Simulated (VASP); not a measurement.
# H3CCl in VASP: a series of runs, part 2 of 2

VASP 6.6.1.

## Step 4: Single point, PBE

File INCAR:

```
ALGO = Normal
EDIFF = 1E-6
ENCUT = 520
GGA = PE
ISIF = 2
ISMEAR = -1
LASPH = T
LCHARG = T
LELF = T
LREAL = Auto
LVHAR = T
LWAVE = F
NBANDS = 63
NELM = 80
PREC = Accurate
SIGMA = 0.02
```

File KPOINTS:

```
k-points
0
Gamma
  1 1 1
```

File POSCAR:

```
H3CCl
1.0
    8.9528400000      0.0000000000      0.0000000000
    0.0000000000      8.9528400000      0.0000000000
    0.0000000000      0.0000000000      8.9528400000
C Cl H
6 6 18
Direct
    0.1128692125      0.5147193516      0.1619374411
    0.8123009012      0.1297241992      1.0620987307
    0.1780775709      0.5956322240      0.6343126874
    0.9943995425      1.0040277722      0.7314103681
    0.3959972478      0.9709879770      0.7935805845
    0.6412266945      0.6422319621      0.6524745221
    0.2914047386      0.4517784301      0.1179178897
    0.8019019663      0.2834742942      1.2002001599
    0.1502204887      0.4000518271      0.7064015441
    0.8668645927      1.0603450972      0.5748455239
    0.2961294963      0.8527685070      0.9237515693
    0.6081310512      0.5629051787      0.8297255396
    0.0406128111      0.4513428141      0.2492170082
    0.1391737147      0.6156147100      0.2192041855
    0.0573896104      0.5148980659      0.0494144875
    0.8530254087      0.0348269376      1.1354050782
    0.7050723569      0.1474615876      1.0010007997
    0.9104820370      0.1553473535      0.9975493810
    0.2241970146      0.5840269680      0.5172548599
    0.0752275256      0.6514357455      0.6273093231
    0.2288659241      0.6628734569      0.7136953190
    0.9872621425      0.8868024001      0.7402120444
    1.1049007913      1.0310136225      0.6705023211
    0.9634484700      1.0480920021      0.8368517699
    0.3723399502      1.0891404292      0.8120886780
    0.5107541294      0.9491178218      0.7856948186
    0.3312245053      0.9388194137      0.6837830230
    0.7608423696      0.6105101845      0.6423101496
    0.5863837620      0.5774703893      0.5680432131
    0.6157822546      0.7646400472      0.6303698044
```

Potentials or basis: VASP PAW PBE potentials, release 64 (C, Cl, H).

The run is started by

```console
$ cat potpaw_PBE.64/C/POTCAR potpaw_PBE.64/Cl/POTCAR potpaw_PBE.64/H/POTCAR > POTCAR
$ mpirun -np 1 vasp_gam > vasp.out
```

OUTCAR:

```text
EDIFF = 1E-6
   ENCUT = 520
   GGA = PE
   ISIF = 2
   ISMEAR = -1
   LASPH = T
   LREAL = Auto
   NELM = 80
   PREC = Accurate

 ion  position               nearest neighbor table
   1  0.113  0.515  0.162-  14 1.07  15 1.12  13 1.16   7 1.74
   2  0.812  0.130  0.062-  18 1.08  17 1.12  16 1.13   8 1.85
   3  0.178  0.596  0.634-  21 1.04  20 1.05  19 1.13   9 1.88
   4  0.994  0.004  0.731-  22 1.05  24 1.06  23 1.16  10 1.88
   5  0.396  0.971  0.794-  26 1.05  25 1.09  27 1.18  11 1.81
   6  0.641  0.642  0.652-  29 1.07  28 1.11  30 1.14  12 1.76
   7  0.291  0.452  0.118-   1 1.74
[... 310 lines left out ...]
  Total        2.5699323     -0.7035148     -5.1151350     -0.1711069      4.7591569     -0.6970953
  in kB        5.7378580     -1.5707294    -11.4205024     -0.3820285     10.6257144     -1.5563965
  external PRESSURE =      -2.4177913 kB  Pullay stress =       0.0000000 kB

 VOLUME and BASIS-vectors are now :
 -----------------------------------------------------------------------------
  energy-cutoff  :      520.00
  volume of cell :      717.60
      direct lattice vectors                 reciprocal lattice vectors
     8.952840000  0.000000000  0.000000000     0.111696400  0.000000000  0.000000000
     0.000000000  8.952840000  0.000000000     0.000000000  0.111696400  0.000000000
     0.000000000  0.000000000  8.952840000     0.000000000  0.000000000  0.111696400

 POSITION                                       TOTAL-FORCE (eV/Angst)
 -----------------------------------------------------------------------------------
      1.01050      4.60820      1.44980        -1.664421     -1.003356      0.304228
      7.27240      1.16140      0.55596         0.424102      0.865350      1.789565
      1.59430      5.33260      5.67890        -0.220439     -2.659897     -1.921890
      8.90270      0.03606      6.54820         1.163022      0.583127     -3.621698
      3.54530      8.69310      7.10480        -3.582484     -0.455089     -1.974446
      5.74080      5.74980      5.84150         1.457874      0.273226     -0.463098
[... 22 lines left out ...]
      5.24980      5.17000      5.08560        -0.696044     -0.458822     -0.448058
      5.51300      6.84570      5.64360         0.350433     -1.089128      0.822234
 -----------------------------------------------------------------------------------
    total drift:                                0.017467      0.002070      0.002434

  FREE ENERGIE OF THE ION-ELECTRON SYSTEM (eV)
  ---------------------------------------------------
  free  energy   TOTEN  =      -132.6126019398 eV

  energy  without entropy=     -132.6126019398  energy(sigma->0) =     -132.61260194
```

OSZICAR:

```text
N       E                     dE             d eps       ncg     rms          rms(c)
DAV:   1     0.713072973541E+03    0.71307E+03   -0.35590E+04   126   0.110E+03
DAV:   2    -0.229993578410E+02   -0.73607E+03   -0.70379E+03   173   0.230E+02
DAV:   3    -0.140575635467E+03   -0.11758E+03   -0.11687E+03   156   0.985E+01
DAV:   4    -0.144532500801E+03   -0.39569E+01   -0.39296E+01   172   0.221E+01
DAV:   5    -0.144643832526E+03   -0.11133E+00   -0.11117E+00   156   0.377E+00    0.280E+01
DAV:   6    -0.134333256366E+03    0.10311E+02   -0.15061E+01   156   0.150E+01    0.125E+01
DAV:   7    -0.132969511873E+03    0.13637E+01   -0.63733E+00   156   0.817E+00    0.680E+00
DAV:   8    -0.132628241660E+03    0.34127E+00   -0.43504E-01   164   0.230E+00    0.303E+00
DAV:   9    -0.132605727004E+03    0.22515E-01   -0.87205E-02   156   0.109E+00    0.582E-01
DAV:  10    -0.132609001521E+03   -0.32745E-02   -0.12310E-02   140   0.431E-01    0.281E-01
DAV:  11    -0.132610927096E+03   -0.19256E-02   -0.20009E-03   148   0.201E-01    0.167E-01
DAV:  12    -0.132612078882E+03   -0.11518E-02   -0.22045E-03   140   0.206E-01    0.615E-02
DAV:  13    -0.132612496294E+03   -0.41741E-03   -0.61509E-04   140   0.104E-01    0.669E-02
DAV:  14    -0.132612589001E+03   -0.92706E-04   -0.88865E-05   140   0.485E-02    0.403E-02
DAV:  15    -0.132612601151E+03   -0.12150E-04   -0.71871E-05   140   0.422E-02    0.981E-03
DAV:  16    -0.132612601748E+03   -0.59708E-06   -0.25894E-05   156   0.190E-02    0.106E-02
DAV:  17    -0.132612601940E+03   -0.19180E-06   -0.17544E-06   116   0.572E-03
   1 F= -.13261260E+03 E0= -.13261260E+03  d E =-.129020E-11
```

stdout:

```text
POSCAR found type information on POSCAR C ClH
 POSCAR found :  3 types and      30 ions
 scaLAPACK will be used
 LDA part: xc-table for (Slater+PW92), standard interpolation
 POSCAR, INCAR and KPOINTS ok, starting setup
 FFT: planning ... GRIDC
 FFT: planning ... GRID_SOFT
 FFT: planning ... GRID
 WAVECAR not read
 entering main loop
```

It took 53 s on 1 thread of Intel Xeon 6975P-C (Granite Rapids), shared host; peak memory 0.67 GiB.

Results:

```
Free energy            : -132.6126 eV
Pressure               : -0.2 GPa
Largest force          : 4.116 eV/Å
Band gap on the k mesh : 4.91 eV
```

Forces in eV/Å, atoms in the order of the input:
```
C   -1.664 -1.003  0.304
C    0.424  0.865  1.790
C   -0.220 -2.660 -1.922
C    1.163  0.583 -3.622
C   -3.582 -0.455 -1.974
C    1.458  0.273 -0.463
Cl   1.161 -1.147  0.175
Cl  -0.088 -0.321 -0.263
Cl   0.127  1.609 -0.438
Cl   0.181 -0.276  1.146
Cl   0.587  0.469  0.254
Cl  -0.725  0.304  0.564
H    1.329  0.063 -1.408
H   -0.507  1.518 -0.181
H   -0.158  0.648  1.143
H   -1.481  0.224 -0.977
H    0.696 -1.179  0.337
H    0.183  0.457 -0.641
H    0.051  0.219  1.299
H   -2.073  0.096 -0.419
H    2.089  0.619  1.397
H   -0.203 -1.516 -0.063
H   -1.216  0.012  1.727
H    0.023  1.095  0.561
H    0.002  0.053  0.391
H    1.527 -0.579  0.126
H    1.544  0.671  1.319
H   -0.281  0.907 -0.535
H   -0.696 -0.459 -0.448
H    0.350 -1.089  0.822
```

Stress tensor (GPa, compression positive):
```
 0.57 -0.04 -0.16
-0.04 -0.16  1.06
-0.16  1.06 -1.14
```

Levels at points of the mesh, in eV from the valence-band top:
| k point | band 40 | band 41 | band 42 | band 43 | band 44 | band 45 |
| --- | --- | --- | --- | --- | --- | --- |
| (0.00, 0.00, 0.00) | -0.29 | -0.15 | 0.00 | 4.91 | 5.09 | 5.15 |

Caveat: the k points lie up to 0.70 Å⁻¹ apart.
